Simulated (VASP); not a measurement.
A run of VASP 6.6.1 is set up as follows.

Contents of POSCAR:

```
Sn
1.0
    0.0000000000      2.2909798650      2.2909798650
    2.2909798650      0.0000000000      2.2909798650
    2.2909798650      2.2909798650      0.0000000000
Sn
1
Direct
    0.0000000000      0.0000000000      0.0000000000
```

File INCAR.step1:

```
SYSTEM = Sn
PREC = Accurate
ENCUT = 520
ISMEAR = -1
SIGMA = 0.1
LREAL = .FALSE.
LASPH = .TRUE.
NELM = 100
NBANDS = 13
GGA = PE
ALGO = Normal
EDIFF = 1E-4
LWAVE = .TRUE.
LCHARG = .FALSE.
```

File INCAR.step2:

```
SYSTEM = Sn
PREC = Accurate
ENCUT = 520
EDIFF = 1E-6
ISMEAR = -1
SIGMA = 0.1
LREAL = .FALSE.
LASPH = .TRUE.
NELM = 100
ALGO = Normal
ISIF = 2
LWAVE = .FALSE.
LCHARG = .FALSE.
METAGGA = R2SCAN
LMIXTAU = .TRUE.
NBANDS = 13
ISTART = 1
```

KPOINTS

```
Automatic mesh
0
G
  13 13 13
  0 0 0
```

Potentials or basis: VASP PAW PBE potentials, release 64 (Sn_d).

The run is started by

```sh
$ cat potpaw_PBE.64/Sn_d/POTCAR > POTCAR
$ cp INCAR.step1 INCAR
$ mpirun -np 1 vasp_std > vasp.out
$ cp INCAR.step2 INCAR
$ mpirun -np 1 vasp_std > vasp.out
```

Question: Estimate the pressure.

Answer: 8.6 GPa.

Question: Estimate the band gap on the k mesh.

Answer: Zero (bands 7 and 8 overlap by 11.56 eV).

Caveat: the cell stands under pressure; the PAW data sets were made with another functional, which shifts forces and pressure a little; spin-orbit coupling is left out, which moves the levels of the heavy elements.
